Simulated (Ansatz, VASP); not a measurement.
**La: VASP beside Ansatz**

The input INCAR:

```
SYSTEM = La
ALGO = Normal
EDIFF = 1E-6
ENCUT = 520
GGA = PE
ISIF = 2
ISMEAR = -1
LASPH = .TRUE.
LCHARG = .FALSE.
LREAL = .FALSE.
LWAVE = .FALSE.
NBANDS = 18
NELM = 100
PREC = Accurate
SIGMA = 0.1
```

File KPOINTS:

```
k-points
0
G
  16 16 9
  0 0 0
```

File POSCAR:

```
La
1.0
    3.6255431205      0.0000000000      0.0000000000
   -1.8127715602      3.1398124449      0.0000000000
    0.0000000000      0.0000000000      5.8541770713
La
2
Direct
    0.3333333333      0.6666666667      0.2500000000
    0.6666666667      0.3333333333      0.7500000000
```

Input for Ansatz:

```yaml
crystal:
  lattice:
    - [3.6255431205, 0.0, 0.0]
    - [-1.8127715602, 3.1398124449, 0.0]
    - [0.0, 0.0, 5.8541770713]
  atoms:
    - { symbol: La, position: [0.3333333333, 0.6666666667, 0.25] }
    - { symbol: La, position: [0.6666666667, 0.3333333333, 0.75] }
hamiltonian:
  xc: pbe
  pseudopotentials:
    kind: paw
    azcp:
      La: "pseudopotentials/La.paw.azcp"
basis:
  ecutwfc: 420
  fft_grid_basis: typed
kpoints:
  mp_grid: { grid: [16, 16, 9], shift: [0, 0, 0] }
magnetization:
  spin_polarized: false
scf:
  occupations: { method: fermi_dirac, width: 0.1 }
output:
  stress: true
```

Alike in both runs: task single point; functional PBE; k mesh 16 × 16 × 9; occupations fermi-dirac, width 0.1 eV; no spin polarisation.

|  | VASP | Ansatz |
| --- | --- | --- |
| version | VASP 6.6.1 | Ansatz 0.2.0 |
| potentials or method | VASP PAW PBE potentials, release 64 (La), cutoff 520 eV | plane waves (420 eV) with PAW, scalar-relativistic |
| valence electrons in the cell | 22 | 22 |

Ansatz gave:

```
pressure (GPa)                                                : 3.7
traceless stress, the component that is largest in VASP (GPa) : 0.33
```

Q: What did VASP give for the same quantities?

A: Pressure (GPa): 3.8; traceless stress, the component that is largest in VASP (GPa): 0.34.

Neither program's run includes spin-orbit coupling.
